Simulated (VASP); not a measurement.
# GaSb (Immm) in VASP: a series of runs

The runs below take GaSb through single point, with PBE.

Everything below comes from runs of VASP 6.6.1. Logs are shortened: lines on timing, memory, paths and dates and some standing lists are left out, and cuts for length are marked.

## Step 1: The cell of the first run

The structure is orthorhombic, space group Immm (No. 71). The conventional cell has a = 3.263 Å, b = 4.866 Å, c = 5.407 Å, α = 90.00°, β = 90.00°, γ = 90.00°. Within 3.6 Å of Ga (site symmetry mmm) lie 6 Sb at 2.70 to 2.93 Å and 2 Ga at 3.26 Å. Sb (site symmetry mmm) has 6 Ga at 2.70 to 2.93 Å and 2 Sb at 3.26 Å within 3.6 Å.

## Step 2: Single point, PBE (21.46 Å³/atom)

INCAR reads:

```
PREC = Accurate ; ENCUT = 520
EDIFF = 1E-7 ; ISMEAR = 0
SIGMA = 0.15 ; LREAL = False
LASPH = True ; NELM = 80
ALGO = Normal ; ISIF = 2
LWAVE = False ; LCHARG = True
GGA = PE ; LELF = True
LVHAR = True ; NBANDS = 16
```

KPOINTS reads:

```
regular mesh
0
Gamma
  18 18 18
```

POSCAR reads:

```
GaSb
1.0
   -1.6314860576      2.4330962024      2.7033205588
    1.6314860576     -2.4330962024      2.7033205588
    1.6314860576      2.4330962024     -2.7033205588
Ga Sb
1 1
Direct
    0.0000000000      0.0000000000      0.0000000000
    0.5000000000      0.5000000000      0.0000000000
```

Potentials or basis: VASP PAW PBE potentials, release 64 (Ga_d, Sb).

Started as:

```console
$ cat potpaw_PBE.64/Ga_d/POTCAR potpaw_PBE.64/Sb/POTCAR > POTCAR
$ mpirun -np 1 vasp_std > vasp.out
```

OUTCAR:

```text
PREC = Accurate
   ENCUT = 520
   EDIFF = 1E-7
   ISMEAR = 0
   LREAL = False
   LASPH = True
   NELM = 80
   ISIF = 2
   GGA = PE

 ion  position               nearest neighbor table
   1  0.000  0.000  0.000-   2 2.70   2 2.70   2 2.93   2 2.93   2 2.93   2 2.93
   2  0.500  0.500  0.000-   1 2.70   1 2.70   1 2.93   1 2.93   1 2.93   1 2.93

  LATTYP: Found a body centered orthorhombic cell.
 ALAT       =     3.2629721152
 B/A-ratio  =     1.4913374166
 C/A-ratio  =     1.6569682261

  Lattice vectors:

 A1 = (  -1.6314860576,   2.4330962024,   2.7033205588)
 A2 = (   1.6314860576,  -2.4330962024,   2.7033205588)
 A3 = (   1.6314860576,   2.4330962024,  -2.7033205588)

Analysis of symmetry for initial positions (statically):
=====================================================================
 Subroutine PRICEL returns:
 Original cell was already a primitive cell.

 Routine SETGRP: Setting up the symmetry group for a
 body centered orthorhombic supercell.

 Subroutine GETGRP returns: Found  8 space group operations
 (whereof  8 operations were pure point group operations)
 out of a pool of  8 trial point group operations.

The static configuration has the point symmetry D_2h.

Analysis of symmetry for dynamics (positions and initial velocities):
=====================================================================
 Subroutine PRICEL returns:
 Original cell was already a primitive cell.

 Routine SETGRP: Setting up the symmetry group for a
 body centered orthorhombic supercell.

 Subroutine GETGRP returns: Found  8 space group operations
 (whereof  8 operations were pure point group operations)
 out of a pool of  8 trial point group operations.

The dynamic configuration has the point symmetry D_2h.

 Subroutine INISYM returns: Found  8 space group operations
 (whereof  8 operations are pure point group operations),
 and found     1 'primitive' translations

----------------------------------------------------------------------------------------

                                     Primitive cell

  volume of cell :      42.9240

  direct lattice vectors                    reciprocal lattice vectors
    -1.631486058  2.433096202  2.703320559     0.000000000  0.205499478  0.184957717
     1.631486058 -2.433096202  2.703320559     0.306469061  0.000000000  0.184957717
     1.631486058  2.433096202 -2.703320559     0.306469061  0.205499478  0.000000000

  length of vectors
     3.986181874  3.986181874  3.986181874     0.276476749  0.357956202  0.368989595

  position of ions in fractional coordinates (direct lattice)
     0.000000000  0.000000000  0.000000000
     0.500000000  0.500000000  0.000000000

  ion indices of the primitive-cell ions
   primitive index   ion index
                 1           1
                 2           2

----------------------------------------------------------------------------------------

 KPOINTS: regular mesh

Automatic generation of k-mesh.
 Grid dimensions read from file:
 generate k-points for:   18   18   18

 Generating k-lattice:

  Cartesian coordinates                     Fractional coordinates (reciprocal lattice)
     0.000000000  0.011416638  0.010275429     0.055555556 -0.000000000  0.000000000
     0.017026059  0.000000000  0.010275429    -0.000000000  0.055555556  0.000000000
     0.017026059  0.011416638  0.000000000     0.000000000  0.000000000  0.055555556

  Length of vectors
     0.015359819  0.019886456  0.020499422

  Shift w.r.t. Gamma in fractional coordinates (k-lattice)
     0.000000000  0.000000000  0.000000000

 Subroutine IBZKPT returns following result:
 ===========================================

 Found    865 irreducible k-points:

 Following reciprocal coordinates:
            Coordinates               Weight
  0.000000  0.000000  0.000000      1.000000
  0.055556  0.000000 -0.000000      4.000000
  0.111111  0.000000 -0.000000      4.000000
  0.166667  0.000000 -0.000000      4.000000
  0.222222 -0.000000  0.000000      4.000000
  0.277778  0.000000 -0.000000      4.000000
[... 16 lines left out ...]
 -0.333333  0.055556  0.000000      8.000000
 -0.277778  0.055556  0.000000      8.000000
 [... further k-points ...]
   k-points           NKPTS =    865   k-points in BZ     NKDIM =    865   number of bands    NBANDS=     16
   number of dos      NEDOS =    301   number of ions     NIONS =      2
   total plane-waves  NPLWV =  27000
   dimension x,y,z NGX =    30 NGY =   30 NGZ =   30
   dimension x,y,z NGXF=    60 NGYF=   60 NGZF=   60
   ions per type =               1   1
   NGX,Y,Z   is equivalent  to a cutoff of  12.51, 12.51, 12.51 a.u.
   NGXF,Y,Z  is equivalent  to a cutoff of  25.02, 25.02, 25.02 a.u.
 SYSTEM =  unknown system
   PREC   = accura    normal or accurate (medium, high low for compatibility)
   ISTART =      0    job   : 0-new  1-cont  2-samecut
   ICHARG =      2    charge: 1-file 2-atom 10-const
   ISPIN  =      1    spin polarized calculation?
   LNONCOLLINEAR =      F non collinear calculations
   LSORBIT =      F    spin-orbit coupling
   LASPH  =      T    aspherical Exc in radial PAW
   ENCUT  =  520.0 eV  38.22 Ry    6.18 a.u.   7.41  7.41  7.41*2*pi/ulx,y,z
   NELM   =     80;   NELMIN=  2; NELMDL= -5     # of ELM steps
   EDIFF  = 0.1E-06   stopping-criterion for ELM
   LREAL  =      F    real-space projection
   EDIFFG = 0.1E-05   stopping-criterion for IOM
   NSW    =      0    number of steps for IOM
   IBRION =     -1    ionic relax: 0-MD 1-quasi-New 2-CG
   NFREE  =      0    steps in history (QN), initial steepest desc. (CG)
   ISIF   =      2    stress and relaxation
   ISYM   =      2    0-nonsym 1-usesym 2-fastsym
   POTIM  = 0.5000    time-step for ionic-motion
   TEBEG  =    0.0;   TEEND  =   0.0 temperature during run
   PSTRESS=    0.0 pullay stress
   NELECT =      18.0000    total number of electrons
   NUPDOWN=      -1.0000    fix difference up-down
   EMIN   =  10.00;   EMAX   =-10.00  energy-range for DOS
   EFERMI =   0.00;   METHOD = LEGACY
   ISMEAR =     0;   SIGMA  =   0.15  broadening in eV -4-tet -1-fermi 0-gaus
   EFERMI_NEDOS =   21; number of points for ismear=-14 and -15
   IALGO  =     38    algorithm
   IMIX   =      4    mixing-type and parameters
     AMIX     =   0.40;   BMIX     =  1.00
     AMIX_MAG =   1.60;   BMIX_MAG =  1.00
  volume/ion in A,a.u.               =      21.46       144.83
  Fermi-wavevector in a.u.,A,eV,Ry     =   1.225365  2.315605 20.429424  1.501520
  Thomas-Fermi vector in A             =   2.360406
   LORBIT       =      0    0 simple, 1 ext, 2 COOP (PROOUT), +10 PAW based schemes
   GGA     = PE    functional components
   LHFCALC =     F    Hartree Fock is set to
   AEXX    =    0.0000 exact exchange contribution
   IVDW    =     0    specifies the selected vdW correction
   LEPSILON=     F    determine dielectric tensor
   LRPA    =     F    only Hartree local field effects (RPA)
 non-spin polarized calculation
 Gauss-broadening in eV      SIGMA  =   0.15
  energy-cutoff  :      520.00
  volume of cell :       42.92
 maximum number of plane-waves:      1172
 NGX is ok and might be reduce to    30
   NGX = 15   NGY = 15   NGZ = 15

 number of electron      18.0000006 magnetization

 Free energy of the ion-electron system (eV)
  ---------------------------------------------------
  ext. energy  EPLUGINS =         0.00000000
  ---------------------------------------------------
  free energy    TOTEN  =        -6.83528430 eV

  energy without entropy =       -6.82651783  energy(sigma->0) =       -6.83090106

 E-fermi :   7.9546     XC(G=0): -10.7795

 val. band max:        7.9472311871   @ k =   0.1111   0.1111   0.1111
 cond. band min:       7.9557218141   @ k =   0.3889   0.1111   0.0000
 fundamental gap:      0.0084906270
 Fermi energy:         7.9546266827

 k-point     1 :       0.0000    0.0000    0.0000
  band No.  band energies     occupation
      1      -7.1530      2.00000
      2      -7.0874      2.00000
      3      -7.0872      2.00000
      4      -7.0780      2.00000
      5      -7.0466      2.00000
      6      -4.8809      2.00000
[... 8 lines left out ...]
     15      17.1202      0.00000
     16      17.8820      0.00000

 k-point     2 :       0.0556    0.0000   -0.0000
  band No.  band energies     occupation
      1      -7.1528      2.00000
      2      -7.0883      2.00000
      3      -7.0867      2.00000
      4      -7.0780      2.00000
      5      -7.0465      2.00000
      6      -4.8475      2.00000
[... 8 lines left out ...]
     15      16.9921      0.00000
     16      18.0275      0.00000

 k-point     3 :       0.1111    0.0000   -0.0000
  band No.  band energies     occupation
      1      -7.1522      2.00000
      2      -7.0910      2.00000
      3      -7.0851      2.00000
      4      -7.0780      2.00000
      5      -7.0460      2.00000
      6      -4.7476      2.00000
[... 8 lines left out ...]
     15      16.6883      0.00000
     16      18.4530      0.00000

 k-point     4 :       0.1667    0.0000   -0.0000
  band No.  band energies     occupation
      1      -7.1516      2.00000
      2      -7.0950      2.00000
      3      -7.0827      2.00000
      4      -7.0782      2.00000
      5      -7.0452      2.00000
      6      -4.5818      2.00000
[... 8 lines left out ...]
     15      16.3965      0.00000
     16      18.7576      0.00000

 k-point     5 :       0.2222   -0.0000    0.0000
  band No.  band energies     occupation
      1      -7.1513      2.00000
      2      -7.0996      2.00000
      3      -7.0799      2.00000
      4      -7.0786      2.00000
      5      -7.0440      2.00000
      6      -4.3521      2.00000
[... 8 lines left out ...]
     15      16.1836      0.00000
     16      18.2172      0.00000

 k-point     6 :       0.2778    0.0000   -0.0000
  band No.  band energies     occupation
      1      -7.1516      2.00000
      2      -7.1041      2.00000
      3      -7.0791      2.00000
      4      -7.0769      2.00000
      5      -7.0427      2.00000
      6      -4.0630      2.00000
[... 8 lines left out ...]
     15      16.2547      0.00000
     16      17.5743      0.00000

 k-point     7 :       0.3333   -0.0000    0.0000
  band No.  band energies     occupation
      1      -7.1524      2.00000
      2      -7.1080      2.00000
      3      -7.0796      2.00000
      4      -7.0743      2.00000
      5      -7.0413      2.00000
      6      -3.7247      2.00000
[... 8 lines left out ...]
     15      16.9490      0.00000
     16      17.3773      0.00000

 k-point     8 :       0.3889    0.0000   -0.0000
  band No.  band energies     occupation
      1      -7.1536      2.00000
      2      -7.1109      2.00000
      3      -7.0802      2.00000
      4      -7.0721      2.00000
      5      -7.0401      2.00000
      6      -3.3616      2.00000
[... 8 lines left out ...]
     15      16.5771      0.00000
     16      18.7474      0.00000

 k-point     9 :       0.4444   -0.0000    0.0000
  band No.  band energies     occupation
      1      -7.1546      2.00000
      2      -7.1126      2.00000
      3      -7.0805      2.00000
      4      -7.0707      2.00000
      5      -7.0393      2.00000
      6      -3.0364      2.00000
[... 8 lines left out ...]
     15      16.3098      0.00000
     16      20.2210      0.00000
[... 172 lines left out ...]
 k-point    19 :       0.4444    0.0556    0.0000
  band No.  band energies     occupation
      1      -7.1524      2.00000
      2      -7.1126      2.00000
      3      -7.0829      2.00000
      4      -7.0698      2.00000
      5      -7.0409      2.00000
      6      -2.8862      2.00000
[... 8 lines left out ...]
     15      16.9695      0.00000
     16      20.8054      0.00000

 k-point    20 :       0.5000    0.0556    0.0000
  band No.  band energies     occupation
      1      -7.1528      2.00000
      2      -7.1122      2.00000
      3      -7.0830      2.00000
      4      -7.0699      2.00000
      5      -7.0408      2.00000
      6      -2.8693      2.00000
[... 8 lines left out ...]
     15      16.8538      0.00000
     16      20.7037      0.00000

 k-point    21 :      -0.4444    0.0556    0.0000
  band No.  band energies     occupation
      1      -7.1524      2.00000
      2      -7.1109      2.00000
      3      -7.0829      2.00000
      4      -7.0708      2.00000
      5      -7.0412      2.00000
      6      -3.1168      2.00000
[... 8 lines left out ...]
     15      16.8460      0.00000
     16      19.4046      0.00000

 k-point    22 :      -0.3889    0.0556    0.0000
  band No.  band energies     occupation
      1      -7.1515      2.00000
      2      -7.1085      2.00000
      3      -7.0825      2.00000
      4      -7.0725      2.00000
      5      -7.0421      2.00000
      6      -3.4705      2.00000
[... 8 lines left out ...]
     15      16.9442      0.00000
     16      18.0983      0.00000

 k-point    23 :      -0.3333    0.0556    0.0000
  band No.  band energies     occupation
      1      -7.1505      2.00000
      2      -7.1053      2.00000
      3      -7.0821      2.00000
      4      -7.0748      2.00000
      5      -7.0432      2.00000
      6      -3.8269      2.00000
[... 8 lines left out ...]
     15      16.8473      0.00000
     16      17.4355      0.00000

 k-point    24 :      -0.2778    0.0556    0.0000
  band No.  band energies     occupation
      1      -7.1498      2.00000
      2      -7.1012      2.00000
      3      -7.0819      2.00000
      4      -7.0772      2.00000
      5      -7.0445      2.00000
      6      -4.1451      2.00000
[... 8 lines left out ...]
     15      16.7769      0.00000
     16      17.7752      0.00000

 [... further k-points ...]
[... 5 lines left out ...]
  --------------------------------------------------------------------------------------
  -------------------------------------------------------------------------------------
  Total        1.2732005      1.8523687      3.5262906      0.0000000      0.0000000      0.0000000
  in kB       47.5233667     69.1413477    131.6220032      0.0000000      0.0000000      0.0000000
  external PRESSURE =      82.7622392 kB  Pullay stress =       0.0000000 kB

 VOLUME and BASIS-vectors are now :
 -----------------------------------------------------------------------------
  energy-cutoff  :      520.00
  volume of cell :       42.92
      direct lattice vectors                 reciprocal lattice vectors
    -1.631486058  2.433096202  2.703320559     0.000000000  0.205499478  0.184957717
     1.631486058 -2.433096202  2.703320559     0.306469061  0.000000000  0.184957717
     1.631486058  2.433096202 -2.703320559     0.306469061  0.205499478  0.000000000

 POSITION                                       TOTAL-FORCE (eV/Angst)
 -----------------------------------------------------------------------------------
      0.00000      0.00000      0.00000        -0.000000      0.000000      0.000000
      0.00000      0.00000      2.70332         0.000000      0.000000     -0.000000
 -----------------------------------------------------------------------------------
    total drift:                                0.000000      0.000000      0.000000

  FREE ENERGIE OF THE ION-ELECTRON SYSTEM (eV)
  ---------------------------------------------------
  free  energy   TOTEN  =        -6.8352842977 eV

  energy  without entropy=       -6.8265178292  energy(sigma->0) =       -6.83090106
```

Wall time 4.1 min (1 thread of Intel Xeon 6975P-C (Granite Rapids), shared host); peak memory 0.68 GiB.

What came out:

```yaml
Free_energy: -6.8353 eV
Pressure: 8.3 GPa
Band_gap_on_the_k_mesh: zero (bands 9 and 10 overlap by 6.38 eV)
```

Stress tensor (GPa, compression positive):
```
 4.75  0.00  0.00
 0.00  6.91  0.00
 0.00  0.00 13.16
```

Levels at points of the mesh, in eV from the Fermi level:
```tsv
k point	band 6	band 7	band 8	band 9	band 10	band 11	band 12	band 13
(0.00, 0.00, 0.00)	-12.84	-1.81	-1.51	-1.49	3.71	4.10	6.94	7.64
(0.50, 0.00, 0.00)	-10.85	-8.68	0.45	2.00	3.31	3.57	3.83	5.28
(0.00, 0.50, 0.00)	-8.98	-7.12	-1.53	-0.64	-0.15	0.69	3.34	3.82
(0.50, 0.50, 0.00)	-8.88	-5.81	-3.13	-2.63	-2.29	2.91	4.93	8.42
(0.50, 0.50, 0.50)	-9.21	-5.85	-5.72	-5.17	1.08	5.14	10.24	11.41
```

Caveat: the stress differs along the axes, from 5 to 13 GPa; spin-orbit coupling is left out, which moves the levels of the heavy elements.

## Step 3: Single point, PBE (21.46 Å³/atom)

INCAR reads:

```
SYSTEM = GaSb
PREC     = Accurate       ! precision mode
ENCUT    = 520            ! plane-wave cutoff, eV
EDIFF    = 1E-6           ! SCF threshold, eV
ISMEAR   = 0              ! smearing method
SIGMA    = 0.15           ! smearing width, eV
LREAL    = .FALSE.        ! projectors in reciprocal space
LASPH    = .TRUE.         ! aspherical terms in the spheres
NELM     = 60             ! most SCF steps
ALGO     = Normal         ! electronic algorithm
ISIF     = 2              ! what is computed and relaxed
LWAVE    = .FALSE.        ! write WAVECAR
LCHARG   = .TRUE.         ! write CHGCAR
GGA      = PE             ! functional
LELF     = .TRUE.         ! ELF
LVHAR    = .TRUE.       
NBANDS   = 16             ! bands
```

KPOINTS reads:

```
regular mesh
0
G
  18 18 18
  0 0 0
```

POSCAR reads:

```
GaSb
1.0
   -1.5192099628      2.5214018338      2.8014335839
    1.5192099628     -2.5214018338      2.8014335839
    1.5192099628      2.5214018338     -2.8014335839
Ga Sb
1 1
Direct
    0.0000000000      0.0000000000      0.0000000000
    0.5000000000      0.5000000000      0.0000000000
```

Potentials or basis: VASP PAW PBE potentials, release 64 (Ga_d, Sb).

Started as:

```console
$ cat potpaw_PBE.64/Ga_d/POTCAR potpaw_PBE.64/Sb/POTCAR > POTCAR
$ mpirun -np 1 vasp_std > vasp.out
```

Run time: 4.5 min. Hardware: 1 thread of Intel Xeon 6975P-C (Granite Rapids), shared host; peak memory 0.69 GiB.

It converged, with:

| Property | Result |
| --- | --- |
| Free energy | -6.8708 eV |
| Pressure | 7.9 GPa |
| Band gap on the k mesh | zero (bands 9 and 10 overlap by 6.04 eV) |

Stress tensor (GPa, compression positive):
```
9.36 0.00 0.00
0.00 8.13 0.00
0.00 0.00 6.09
```

Levels at points of the mesh, in eV from the Fermi level:
| k point | band 5 | band 6 | band 7 | band 8 | band 9 | band 10 | band 11 | band 12 | band 13 | band 14 |
| --- | --- | --- | --- | --- | --- | --- | --- | --- | --- | --- |
| (0.00, 0.00, 0.00) | -14.93 | -12.89 | -2.65 | -2.54 | -1.77 | 3.22 | 5.63 | 6.32 | 8.50 | 8.65 |
| (0.50, 0.00, 0.00) | -14.93 | -11.17 | -8.80 | -0.25 | 1.32 | 2.74 | 3.15 | 5.00 | 7.07 | 8.86 |
| (0.00, 0.50, 0.00) | -14.91 | -8.43 | -6.73 | -1.93 | -0.48 | -0.46 | 0.81 | 3.12 | 3.71 | 9.39 |
| (0.50, 0.50, 0.00) | -14.91 | -8.29 | -5.80 | -2.98 | -2.59 | -2.09 | 2.97 | 4.46 | 7.42 | 7.98 |
| (0.50, 0.50, 0.50) | -14.92 | -9.84 | -6.11 | -5.88 | -5.46 | 3.07 | 6.94 | 10.71 | 11.35 | 11.92 |

Caveat: the cell stands under pressure; spin-orbit coupling is left out, which moves the levels of the heavy elements.

The gap in the log of VASP goes by the Fermi energy; the results here count the filled bands.